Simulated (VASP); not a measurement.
# TiTe2 in VASP: a series of runs, part 2 of 2

VASP 6.6.1. Earlier steps stand in the parts before.

### 4 Single point, PBE+D3(BJ) (layers slid over each other)

Input file INCAR:

```
PREC = Accurate
ENCUT = 520
EDIFF = 1E-6
ISMEAR = 0
SIGMA = 0.1
LREAL = F
LASPH = T
NELM = 60
ALGO = Normal
ISIF = 2
LWAVE = F
LCHARG = T
LDIPOL = T
IDIPOL = 3
DIPOL = 0.5 0.5 0.403
GGA = PE
IVDW = 12
LELF = T
LVHAR = T
LVACPOTAV = T
NBANDS = 33
```

Input file KPOINTS:

```
Automatic mesh
0
Gamma
  9 9 1
```

Input file POSCAR:

```
TiTe2
1.0
    3.6786896756      0.0000000000      0.0000000000
   -1.8393448378      3.1858387117      0.0000000000
    0.0000000000      0.0000000000     24.5502267604
Te Ti
4 2
Direct
    0.3333333333      0.6666666667      0.1832976959
    0.6666666667      0.3333333333      0.3268855094
    1.3333333333      0.6666666667      0.4788189329
    1.6666666667      0.3333333333      0.6224067464
    0.0000000000      0.0000000000      0.2550916027
    1.0000000000      0.0000000000      0.5506128396
```

Potentials or basis: VASP PAW PBE potentials, release 64 (Te, Ti_sv).

Launch:

```bash
$ cat potpaw_PBE.64/Te/POTCAR potpaw_PBE.64/Ti_sv/POTCAR > POTCAR
$ mpirun -np 1 vasp_std > vasp.out
```

OUTCAR:

```text
PREC = Accurate
   ENCUT = 520
   EDIFF = 1E-6
   ISMEAR = 0
   LREAL = F
   LASPH = T
   NELM = 60
   ISIF = 2
   GGA = PE
   IVDW = 12
 IVDW          = 12

 ion  position               nearest neighbor table
   1  0.333  0.667  0.183-   5 2.76   5 2.76   5 2.76
   2  0.667  0.333  0.327-   5 2.76   5 2.76   5 2.76
   3  0.333  0.667  0.479-   6 2.76   6 2.76   6 2.76
   4  0.667  0.333  0.622-   6 2.76   6 2.76   6 2.76
   5  0.000  0.000  0.255-   2 2.76   2 2.76   2 2.76   1 2.76   1 2.76   1 2.76
   6  0.000  0.000  0.551-   3 2.76   3 2.76   3 2.76   4 2.76   4 2.76   4 2.76

  LATTYP: Found a hexagonal cell.
 ALAT       =     3.6786896756
 C/A-ratio  =     6.6736335286

  Lattice vectors:

 A1 = (   3.6786896756,   0.0000000000,   0.0000000000)
 A2 = (  -1.8393448378,   3.1858387117,   0.0000000000)
 A3 = (   0.0000000000,   0.0000000000,  24.5502267604)

Analysis of symmetry for initial positions (statically):
=====================================================================
 Subroutine PRICEL returns:
 Original cell was already a primitive cell.

 Routine SETGRP: Setting up the symmetry group for a
 hexagonal supercell.

 Subroutine GETGRP returns: Found 12 space group operations
 (whereof  6 operations were pure point group operations)
 out of a pool of 24 trial point group operations.

The static configuration has the point symmetry C_3v.
 The point group associated with its full space group is D_3d.

Analysis of symmetry for dynamics (positions and initial velocities):
=====================================================================
 Subroutine PRICEL returns:
 Original cell was already a primitive cell.

 Routine SETGRP: Setting up the symmetry group for a
 hexagonal supercell.

 Subroutine GETGRP returns: Found 12 space group operations
 (whereof  6 operations were pure point group operations)
 out of a pool of 24 trial point group operations.

The dynamic configuration has the point symmetry C_3v.
[... 120 lines left out ...]
   GGA     = PE    functional components
   LHFCALC =     F    Hartree Fock is set to
   AEXX    =    0.0000 exact exchange contribution
   IVDW    =    12    specifies the selected vdW correction
   LEPSILON=     F    determine dielectric tensor
   LRPA    =     F    only Hartree local field effects (RPA)
 non-spin polarized calculation
 Gauss-broadening in eV      SIGMA  =   0.10
  energy-cutoff  :      520.00
  volume of cell :      287.72
 maximum number of plane-waves:      7779
 NGX is ok and might be reduce to    28
   NGX = 13   NGY = 13   NGZ = 91

 dipolmoment           0.000000      0.000000      0.000018 electrons x Angstroem

 number of electron      48.0000007 magnetization

 dipolmoment           0.000000      0.000000     -0.000005 electrons x Angstroem

 Free energy of the ion-electron system (eV)
  ---------------------------------------------------
  ext. energy  EPLUGINS =         0.00000000
  ---------------------------------------------------
  free energy    TOTEN  =       -32.37542764 eV

  energy without entropy =      -32.36589629  energy(sigma->0) =      -32.37066196

 E-fermi :   1.6051     XC(G=0):  -5.9817

 val. band max:        1.5666451226   @ k =   0.3333   0.0000   0.0000
 cond. band min:       1.6744009928   @ k =   0.3333   0.0000   0.0000
 fundamental gap:      0.1077558701
 Fermi energy:         1.6050861778

 k-point     1 :       0.0000    0.0000    0.0000
  band No.  band energies     occupation
      1     -55.7372      2.00000
      2     -55.7371      2.00000
      3     -31.9892      2.00000
      4     -31.9892      2.00000
      5     -31.9891      2.00000
      6     -31.9891      2.00000
[... 421 lines left out ...]
     32       4.0542      0.00000
     33       4.3230      0.00000

------------------------ aborting loop because EDIFF is reached ----------------------------------------

 Edisp (eV)   -2.46684

 E8    (eV) :    -1.1746

  FORCE on cell =-STRESS in cart. coord.  units (eV):
  Direction    XX          YY          ZZ          XY          YZ          ZX
  --------------------------------------------------------------------------------------
  -------------------------------------------------------------------------------------
  Total      -0.20374    -0.20374    -0.97329     0.00000     0.00000     0.00000
  in kB      -1.13454    -1.13454    -5.41976     0.00000     0.00000     0.00000
  external pressure =       -2.56 kB  Pullay stress =        0.00 kB

 VOLUME and BASIS-vectors are now :
 -----------------------------------------------------------------------------
  energy-cutoff  :      520.00
  volume of cell :      287.72
      direct lattice vectors                 reciprocal lattice vectors
     3.678689676  0.000000000  0.000000000     0.271835922  0.156944543  0.000000000
    -1.839344838  3.185838712  0.000000000     0.000000000  0.313889086  0.000000000
     0.000000000  0.000000000 24.550226760     0.000000000  0.000000000  0.040732821

 POSITION                                       TOTAL-FORCE (eV/Angst)
 -----------------------------------------------------------------------------------
     -0.00000      2.12389      4.50000        -0.000000      0.000000     -0.021027
      1.83934      1.06195      8.02511         0.000000     -0.000000      0.102737
     -0.00000      2.12389     11.75511        -0.000000      0.000000     -0.102737
      1.83934      1.06195     15.28023         0.000000     -0.000000      0.021027
      0.00000      0.00000      6.26256         0.000000      0.000000      0.105117
      0.00000      0.00000     13.51767         0.000000      0.000000     -0.105117
 -----------------------------------------------------------------------------------
    total drift:                                0.000000     -0.000000     -0.000189

  FREE ENERGIE OF THE ION-ELECTRON SYSTEM (eV)
  ---------------------------------------------------
  free  energy   TOTEN  =       -34.8422723768 eV

  energy  without entropy=      -34.8327410301  energy(sigma->0) =      -34.83750670

 vacuum level on the upper side and lower side of the slab         6.456         6.456
```

stdout:

```text
POSCAR found type information on POSCAR TeTi
 POSCAR found :  2 types and       6 ions
 scaLAPACK will be used
 LDA part: xc-table for (Slater+PW92), standard interpolation
 POSCAR, INCAR and KPOINTS ok, starting setup
 FFT: planning ... GRIDC
 FFT: planning ... GRID_SOFT
 FFT: planning ... GRID
 WAVECAR not read
 entering main loop
 -----------------------------------------------------------------------------
|                                                                             |
|           W    W    AA    RRRRR   N    N  II  N    N   GGGG   !!!           |
|           W    W   A  A   R    R  NN   N  II  NN   N  G    G  !!!           |
|           W    W  A    A  R    R  N N  N  II  N N  N  G       !!!           |
|           W WW W  AAAAAA  RRRRR   N  N N  II  N  N N  G  GGG   !            |
|           WW  WW  A    A  R   R   N   NN  II  N   NN  G    G                |
|           W    W  A    A  R    R  N    N  II  N    N   GGGG   !!!           |
|                                                                             |
|     Did not find any points to average over, which means that no vacuum     |
|     field-free region was found. Please increase the size of  your cell     |
|     in the dimension of the dipole correction to obtain accurate            |
|     workfunction values.                                                    |
|                                                                             |
 -----------------------------------------------------------------------------
```

It took 1.8 min on 1 thread of Intel Xeon 6975P-C (Granite Rapids), shared host; peak memory 0.42 GiB.

What came out:

```yaml
Free_energy: -34.8423 eV
Largest_force: 0.105 eV/Å
Band_gap_on_the_k_mesh: zero (bands 24 and 25 overlap by 0.71 eV)
Dispersion_energy_per_atom: -0.411 eV
```

Forces on the atoms (eV/Å):
```
Te   0.000  0.000 -0.021
Te   0.000  0.000  0.103
Te   0.000  0.000 -0.103
Te   0.000  0.000  0.021
Ti   0.000  0.000  0.105
Ti   0.000  0.000 -0.105
```

Levels at points of the mesh, in eV from the Fermi level:
```
           k point  band 22  band 23  band 24  band 25  band 26  band 27
(0.00, 0.00, 0.00)     0.54     0.54     0.54     0.54     0.71     1.39
```

Caveat: the cell differs from its parent crystal (layers slid over each other); spin-orbit coupling is left out, which moves the levels of the heavy elements.

### 5 Summary

```csv
cell,gap on the mesh (eV),largest force (eV/Å)
"as given, atomic positions A",none,0.12
"as given, atomic positions B",none,0.10
"as given, atomic positions C",none,0.11
```

Alike in all rows: task single point; level PBE+D3(BJ); potentials or basis VASP PAW PBE potentials, release 64 (Te, Ti_sv); no spin polarisation; k mesh 9 × 9 × 1; cutoff (eV) 520; smearing gaussian 0.1 eV.

Caveats: spin-orbit coupling is left out, which moves the levels of the heavy elements.

Absolute energies hang on the potentials; compare differences alone.
